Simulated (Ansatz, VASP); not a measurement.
## Pt: VASP beside Ansatz

INCAR

```
SYSTEM = Pt
ALGO = Normal ; EDIFF = 1E-6
ENCUT = 520 ; GGA = PE
ISIF = 2 ; ISMEAR = -1
LASPH = .TRUE. ; LCHARG = .FALSE.
LREAL = .FALSE. ; LWAVE = .FALSE.
NBANDS = 11 ; NELM = 60
PREC = Accurate ; SIGMA = 1.0
```

Contents of KPOINTS:

```
k-points
0
G
  14 14 14
  0 0 0
```

The input POSCAR:

```
Pt
1.0
    0.0000000000      1.9857786488      1.9857786488
    1.9857786488      0.0000000000      1.9857786488
    1.9857786488      1.9857786488      0.0000000000
Pt
1
Direct
    0.0000000000      0.0000000000      0.0000000000
```

Input for Ansatz:

```yaml
crystal:
  lattice:
    - [0.0, 1.9857786488, 1.9857786488]
    - [1.9857786488, 0.0, 1.9857786488]
    - [1.9857786488, 1.9857786488, 0.0]
  atoms:
    - { symbol: Pt, position: [0.0, 0.0, 0.0] }
hamiltonian:
  xc: pbe
  pseudopotentials:
    kind: paw
    azcp:
      Pt: "pseudopotentials/Pt.paw.azcp"
basis:
  ecutwfc: 420
  fft_grid_basis: typed
kpoints:
  mp_grid: { grid: [14, 14, 14], shift: [0, 0, 0] }
magnetization:
  spin_polarized: false
scf:
  occupations: { method: fermi_dirac, width: 1.0 }
  lower_state_search: "off"
output:
  stress: true
  write_density: true
  write_potential: true
  elf: true
  volumetric_format: npy
```

Alike in both runs: task single point; functional PBE; k mesh 14 × 14 × 14; occupations fermi-dirac, width 1 eV; no spin polarisation.

```csv
,VASP,Ansatz
version,VASP 6.6.1,Ansatz 0.2.0
potentials or method,"VASP PAW PBE potentials, release 64 (Pt), cutoff 520 eV","plane waves (420 eV) with PAW, scalar-relativistic"
valence electrons in the cell,10,18
```

Ansatz gave:

```
pressure (GPa) : 15.5
```

Q: Which values does VASP return?

A: Pressure (GPa): 15.0.

The functional is the same, so the differences come from potentials, cutoffs and numerics. VASP's potentials hold 10 valence electrons a cell and Ansatz's 18, so a difference there can come from the potentials and not from the codes.

Neither program's run includes spin-orbit coupling.
